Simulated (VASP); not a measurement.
# CdS (P6_3/mmc) in VASP: notebook

The runs below take CdS through single point, with PBE.

Everything below comes from runs of VASP 6.6.1. Logs are shortened: lines on timing, memory, paths and dates and some standing lists are left out, and cuts for length are marked.

### 1 The cell of the first run

The structure is hexagonal, space group P6_3/mmc (No. 194). Conventional cell: a = 3.915 Å, b = 3.915 Å, c = 6.542 Å, α = 90.00°, β = 90.00°, γ = 120.00°. Cd (site symmetry -3m) has 6 S at 2.79 Å and 2 Cd at 3.27 Å within 3.7 Å. S (site symmetry -6m2) has 6 Cd at 2.79 Å within 3.7 Å.

### 2 Single point, PBE (21.71 Å³/atom)

INCAR reads:

```
SYSTEM = CdS
ALGO = Normal
EDIFF = 1E-6
ENCUT = 520
GGA = PE
ISIF = 2
ISMEAR = 0
LASPH = .True.
LCHARG = .False.
LREAL = .False.
LWAVE = .False.
NBANDS = 26
NELM = 80
PREC = Accurate
SIGMA = 0.01
```

KPOINTS reads:

```
k-points
0
Gamma
  6 6 4
  0 0 0
```

POSCAR reads:

```
CdS
1.0
    3.9154177460      0.0000000000      0.0000000000
   -1.9577088730      3.3908512344      0.0000000000
    0.0000000000      0.0000000000      6.5418205716
Cd S
2 2
Direct
    0.0000000000      0.0000000000      0.0000000000
    0.0000000000      0.0000000000      0.5000000000
    0.3333333333      0.6666666667      0.2500000000
    0.6666666667      0.3333333333      0.7500000000
```

Potentials or basis: VASP PAW PBE potentials, release 64 (Cd, S).

Run with:

```
> cat potpaw_PBE.64/Cd/POTCAR potpaw_PBE.64/S/POTCAR > POTCAR
> mpirun -np 1 vasp_std > vasp.out
```

OUTCAR:

```text
SYSTEM = CdS
   EDIFF = 1E-6
   ENCUT = 520
   GGA = PE
   ISIF = 2
   ISMEAR = 0
   LASPH = .True.
   LREAL = .False.
   NELM = 80
   PREC = Accurate

 ion  position               nearest neighbor table
   1  0.000  0.000  0.000-   3 2.79   4 2.79   3 2.79   4 2.79   4 2.79   3 2.79   2 3.27   2 3.27

   2  0.000  0.000  0.500-   3 2.79   4 2.79   3 2.79   4 2.79   4 2.79   3 2.79   1 3.27   1 3.27

   3  0.333  0.667  0.250-   1 2.79   2 2.79   1 2.79   2 2.79   1 2.79   2 2.79
   4  0.667  0.333  0.750-   1 2.79   2 2.79   1 2.79   2 2.79   1 2.79   2 2.79

  LATTYP: Found a hexagonal cell.
 ALAT       =     3.9154177460
 C/A-ratio  =     1.6707848296

  Lattice vectors:

 A1 = (   3.9154177460,   0.0000000000,   0.0000000000)
 A2 = (  -1.9577088730,   3.3908512344,   0.0000000000)
 A3 = (   0.0000000000,   0.0000000000,   6.5418205716)

Analysis of symmetry for initial positions (statically):
=====================================================================
 Subroutine PRICEL returns:
 Original cell was already a primitive cell.

 Routine SETGRP: Setting up the symmetry group for a
 hexagonal supercell.

 Subroutine GETGRP returns: Found 24 space group operations
 (whereof 12 operations were pure point group operations)
 out of a pool of 24 trial point group operations.

The static configuration has the point symmetry D_3d.
 The point group associated with its full space group is D_6h.

Analysis of symmetry for dynamics (positions and initial velocities):
=====================================================================
 Subroutine PRICEL returns:
 Original cell was already a primitive cell.

 Routine SETGRP: Setting up the symmetry group for a
 hexagonal supercell.

 Subroutine GETGRP returns: Found 24 space group operations
 (whereof 12 operations were pure point group operations)
 out of a pool of 24 trial point group operations.

The dynamic configuration has the point symmetry D_3d.
 The point group associated with its full space group is D_6h.

 Subroutine INISYM returns: Found 24 space group operations
 (whereof 12 operations are pure point group operations),
 and found     1 'primitive' translations

----------------------------------------------------------------------------------------

                                     Primitive cell

  volume of cell :      86.8531

  direct lattice vectors                    reciprocal lattice vectors
     3.915417746  0.000000000  0.000000000     0.255400589  0.147455599  0.000000000
    -1.957708873  3.390851234  0.000000000     0.000000000  0.294911198  0.000000000
     0.000000000  0.000000000  6.541820572     0.000000000  0.000000000  0.152862646

  length of vectors
     3.915417746  3.915417746  6.541820572     0.294911198  0.294911198  0.152862646

  position of ions in fractional coordinates (direct lattice)
     0.000000000  0.000000000  0.000000000
     0.000000000  0.000000000  0.500000000
     0.333333333  0.666666667  0.250000000
     0.666666667  0.333333333  0.750000000

  ion indices of the primitive-cell ions
   primitive index   ion index
                 1           1
                 2           2
                 3           3
                 4           4

----------------------------------------------------------------------------------------

 KPOINTS: k-points

Automatic generation of k-mesh.
 Grid dimensions read from file:
 generate k-points for:    6    6    4

 Generating k-lattice:

  Cartesian coordinates                     Fractional coordinates (reciprocal lattice)
     0.042566765  0.024575933  0.000000000     0.166666667  0.000000000  0.000000000
     0.000000000  0.049151866  0.000000000     0.000000000  0.166666667  0.000000000
     0.000000000  0.000000000  0.038215661     0.000000000  0.000000000  0.250000000

  Length of vectors
     0.049151866  0.049151866  0.038215661

  Shift w.r.t. Gamma in fractional coordinates (k-lattice)
     0.000000000  0.000000000  0.000000000

 Subroutine IBZKPT returns following result:
 ===========================================

 Found     21 irreducible k-points:

 Following reciprocal coordinates:
            Coordinates               Weight
  0.000000  0.000000  0.000000      1.000000
  0.166667 -0.000000  0.000000      6.000000
  0.333333 -0.000000  0.000000      6.000000
  0.500000  0.000000  0.000000      3.000000
  0.166667  0.166667  0.000000      6.000000
  0.333333  0.166667  0.000000     12.000000
[... 13 lines left out ...]
  0.333333  0.166667  0.500000     12.000000
  0.333333  0.333333  0.500000      2.000000
   k-points           NKPTS =     21   k-points in BZ     NKDIM =     21   number of bands    NBANDS=     26
   number of dos      NEDOS =    301   number of ions     NIONS =      4
   total plane-waves  NPLWV =  45000
   dimension x,y,z NGX =    30 NGY =   30 NGZ =   50
   dimension x,y,z NGXF=    60 NGYF=   60 NGZF=  100
   ions per type =               2   2
   NGX,Y,Z   is equivalent  to a cutoff of  12.74, 12.74, 12.71 a.u.
   NGXF,Y,Z  is equivalent  to a cutoff of  25.48, 25.48, 25.41 a.u.
 SYSTEM =  CdS
   PREC   = accura    normal or accurate (medium, high low for compatibility)
   ISTART =      0    job   : 0-new  1-cont  2-samecut
   ICHARG =      2    charge: 1-file 2-atom 10-const
   ISPIN  =      1    spin polarized calculation?
   LNONCOLLINEAR =      F non collinear calculations
   LSORBIT =      F    spin-orbit coupling
   LASPH  =      T    aspherical Exc in radial PAW
   ENCUT  =  520.0 eV  38.22 Ry    6.18 a.u.   7.28  7.28 12.16*2*pi/ulx,y,z
   NELM   =     80;   NELMIN=  2; NELMDL= -5     # of ELM steps
   EDIFF  = 0.1E-05   stopping-criterion for ELM
   LREAL  =      F    real-space projection
   EDIFFG = 0.1E-04   stopping-criterion for IOM
   NSW    =      0    number of steps for IOM
   IBRION =     -1    ionic relax: 0-MD 1-quasi-New 2-CG
   NFREE  =      0    steps in history (QN), initial steepest desc. (CG)
   ISIF   =      2    stress and relaxation
   ISYM   =      2    0-nonsym 1-usesym 2-fastsym
   POTIM  = 0.5000    time-step for ionic-motion
   TEBEG  =    0.0;   TEEND  =   0.0 temperature during run
   PSTRESS=    0.0 pullay stress
   NELECT =      36.0000    total number of electrons
   NUPDOWN=      -1.0000    fix difference up-down
   EMIN   =  10.00;   EMAX   =-10.00  energy-range for DOS
   EFERMI =   0.00;   METHOD = LEGACY
   ISMEAR =     0;   SIGMA  =   0.01  broadening in eV -4-tet -1-fermi 0-gaus
   EFERMI_NEDOS =   21; number of points for ismear=-14 and -15
   IALGO  =     38    algorithm
   IMIX   =      4    mixing-type and parameters
     AMIX     =   0.40;   BMIX     =  1.00
     AMIX_MAG =   1.60;   BMIX_MAG =  1.00
  volume/ion in A,a.u.               =      21.71       146.53
  Fermi-wavevector in a.u.,A,eV,Ry     =   1.220620  2.306637 20.271502  1.489913
  Thomas-Fermi vector in A             =   2.355831
   LORBIT       =      0    0 simple, 1 ext, 2 COOP (PROOUT), +10 PAW based schemes
   GGA     = PE    functional components
   LHFCALC =     F    Hartree Fock is set to
   AEXX    =    0.0000 exact exchange contribution
   IVDW    =     0    specifies the selected vdW correction
   LEPSILON=     F    determine dielectric tensor
   LRPA    =     F    only Hartree local field effects (RPA)
 non-spin polarized calculation
 Gauss-broadening in eV      SIGMA  =   0.01
  energy-cutoff  :      520.00
  volume of cell :       86.85
 maximum number of plane-waves:      2376
 NGX is ok and might be reduce to    30
   NGX = 15   NGY = 15   NGZ = 25

 number of electron      36.0000001 magnetization

 Free energy of the ion-electron system (eV)
  ---------------------------------------------------
  ext. energy  EPLUGINS =         0.00000000
  ---------------------------------------------------
  free energy    TOTEN  =       -11.57426466 eV

  energy without entropy =      -11.57426466  energy(sigma->0) =      -11.57426466

 E-fermi :   2.4502     XC(G=0): -10.0828

 val. band max:        2.3831518502   @ k =   0.0000   0.0000   0.0000
 cond. band min:       2.7980170740   @ k =   0.0000   0.0000   0.0000
 fundamental gap:      0.4148652238
 Fermi energy:         2.4502026551

 k-point     1 :       0.0000    0.0000    0.0000
  band No.  band energies     occupation
      1     -10.0810      2.00000
      2      -9.1256      2.00000
      3      -5.5648      2.00000
      4      -5.4990      2.00000
      5      -5.4990      2.00000
      6      -5.2143      2.00000
[... 18 lines left out ...]
     25      11.2971      0.00000
     26      11.2971      0.00000

 k-point     2 :       0.1667   -0.0000    0.0000
  band No.  band energies     occupation
      1      -9.8926      2.00000
      2      -9.1399      2.00000
      3      -5.5550      2.00000
      4      -5.4897      2.00000
      5      -5.3015      2.00000
      6      -5.2595      2.00000
[... 18 lines left out ...]
     25      10.4322      0.00000
     26      10.5865      0.00000

 k-point     3 :       0.3333   -0.0000    0.0000
  band No.  band energies     occupation
      1      -9.4700      2.00000
      2      -9.1472      2.00000
      3      -5.5594      2.00000
      4      -5.5052      2.00000
      5      -5.3843      2.00000
      6      -5.3379      2.00000
[... 18 lines left out ...]
     25      10.0834      0.00000
     26      11.7971      0.00000

 k-point     4 :       0.5000    0.0000    0.0000
  band No.  band energies     occupation
      1      -9.2927      2.00000
      2      -9.0672      2.00000
      3      -5.5955      2.00000
      4      -5.5227      2.00000
      5      -5.4466      2.00000
      6      -5.3961      2.00000
[... 18 lines left out ...]
     25      10.3218      0.00000
     26      13.0714      0.00000
[... 409 lines left out ...]
      1      -9.3669      2.00000
      2      -9.3669      2.00000
      3      -5.3421      2.00000
      4      -5.3421      2.00000
      5      -5.2708      2.00000
      6      -5.2708      2.00000
[... 18 lines left out ...]
     25      10.6818      0.00000
     26      10.6818      0.00000

 k-point    20 :       0.3333    0.1667    0.5000
  band No.  band energies     occupation
      1      -9.1845      2.00000
      2      -9.1845      2.00000
      3      -5.3788      2.00000
      4      -5.3788      2.00000
      5      -5.2518      2.00000
      6      -5.2518      2.00000
[... 18 lines left out ...]
     25      11.1591      0.00000
     26      11.1591      0.00000

 k-point    21 :       0.3333    0.3333    0.5000
  band No.  band energies     occupation
      1      -9.1243      2.00000
      2      -9.1243      2.00000
      3      -5.4390      2.00000
      4      -5.4390      2.00000
      5      -5.1886      2.00000
      6      -5.1886      2.00000
[... 18 lines left out ...]
     25      10.9763      0.00000
     26      10.9763      0.00000

------------------------ aborting loop because EDIFF is reached ----------------------------------------

  FORCE on cell =-STRESS in cart. coord.  units (eV):
  Direction    XX          YY          ZZ          XY          YZ          ZX
  --------------------------------------------------------------------------------------
  -------------------------------------------------------------------------------------
  Total       -0.8397869     -0.8397869     -0.9710470      0.0000000      0.0000000      0.0000000
  in kB      -15.4915266    -15.4915266    -17.9128775      0.0000000      0.0000000      0.0000000
  external PRESSURE =     -16.2986436 kB  Pullay stress =       0.0000000 kB

 VOLUME and BASIS-vectors are now :
 -----------------------------------------------------------------------------
  energy-cutoff  :      520.00
  volume of cell :       86.85
      direct lattice vectors                 reciprocal lattice vectors
     3.915417746  0.000000000  0.000000000     0.255400589  0.147455599  0.000000000
    -1.957708873  3.390851234  0.000000000     0.000000000  0.294911198  0.000000000
     0.000000000  0.000000000  6.541820572     0.000000000  0.000000000  0.152862646

 POSITION                                       TOTAL-FORCE (eV/Angst)
 -----------------------------------------------------------------------------------
      0.00000      0.00000      0.00000        -0.000000      0.000000     -0.000000
      0.00000      0.00000      3.27091        -0.000000      0.000000     -0.000000
     -0.00000      2.26057      1.63546         0.000000      0.000000      0.000000
      1.95771      1.13028      4.90637        -0.000000     -0.000000      0.000000
 -----------------------------------------------------------------------------------
    total drift:                               -0.000000      0.000000      0.000000

  FREE ENERGIE OF THE ION-ELECTRON SYSTEM (eV)
  ---------------------------------------------------
  free  energy   TOTEN  =       -11.5742646597 eV

  energy  without entropy=      -11.5742646597  energy(sigma->0) =      -11.57426466
```

Run time: 68 s. Hardware: 1 thread of Intel Xeon 8259CL, shared host; peak memory 0.21 GiB.

What came out:

```
Free energy            : -11.5743 eV
Pressure               : -1.6 GPa
Band gap on the k mesh : 0.41 eV
```

(Part 1 of 2 ends here.)
